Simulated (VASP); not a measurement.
Wanted: the native input for a VASP 6.6.1 run.

| Quantity | Value |
| --- | --- |
| Task | single point |
| Functional | PBE |
| Potentials or basis | VASP PAW PBE potentials, release 64 (Co) |
| Cutoff | 520 eV |
| k mesh | 10 × 10 × 14 |
| Occupations | fermi-dirac, width 0.05 eV |
| Spin | collinear spin, ferromagnetic start |
| Starting moments | [1.7, 1.7, 1.7] μB |
| Dipole correction | no |
| Further INCAR settings | ALGO = Normal; EDIFF = 1e-07; NBANDS = 24 |

The structure of Co lies in POSCAR:

```
Co
1.0
    3.7129880588      0.0000000000      0.0000000000
   -1.8564940294      3.2155419828      0.0000000000
    0.0000000000      0.0000000000      2.2627358511
Co
3
Direct
    0.0000000000      0.0000000000      0.0000000000
    0.3333333333      0.6666666667      0.5000000000
    0.6666666667      0.3333333333      0.5000000000
```

This isn't the form of Co at room conditions, which is hcp.

One way to write it, as run:

INCAR

```
SYSTEM = Co
PREC     = Accurate       ! precision mode
ENCUT    = 520            ! plane-wave cutoff, eV
EDIFF    = 1E-7           ! SCF threshold, eV
ISMEAR   = -1             ! smearing method
SIGMA    = 0.05           ! smearing width, eV
LREAL    = .False.        ! projectors in reciprocal space
LASPH    = .True.         ! aspherical terms in the spheres
NELM     = 150            ! most SCF steps
ALGO     = Normal         ! electronic algorithm
ISIF     = 2              ! what is computed and relaxed
LWAVE    = .False.        ! write WAVECAR
LCHARG   = .False.        ! write CHGCAR
ISPIN    = 2              ! spin polarisation
MAGMOM   = 1.7 1.7 1.7    ! initial moments
LORBIT   = 11             ! projections on sites
LMAXMIX  = 4              ! l up to which the mixer works
GGA      = PE             ! functional
NBANDS   = 24             ! bands
```

KPOINTS

```
regular mesh
0
Gamma
  10 10 14
  0 0 0
```

Potentials or basis: VASP PAW PBE potentials, release 64 (Co).

The run is started by

```console
$ cat potpaw_PBE.64/Co/POTCAR > POTCAR
$ mpirun -np 1 vasp_std > vasp.out
```

It gave:

```
Pressure                                              : 65.0 GPa
Net moment                                            : 4.29 μB per cell
Site moments                                          : Co +1.44, +1.40 (each value once) μB
Valence electrons inside the program's atomic spheres : Co 8.66, 8.77 (each value once)
```

Caveat: the cell stands under pressure.

Wall time 75 s on 1 thread of Intel(R) Xeon(R) 6975P-C (Granite Rapids), with other jobs on the host, peak memory 0.22 GiB.
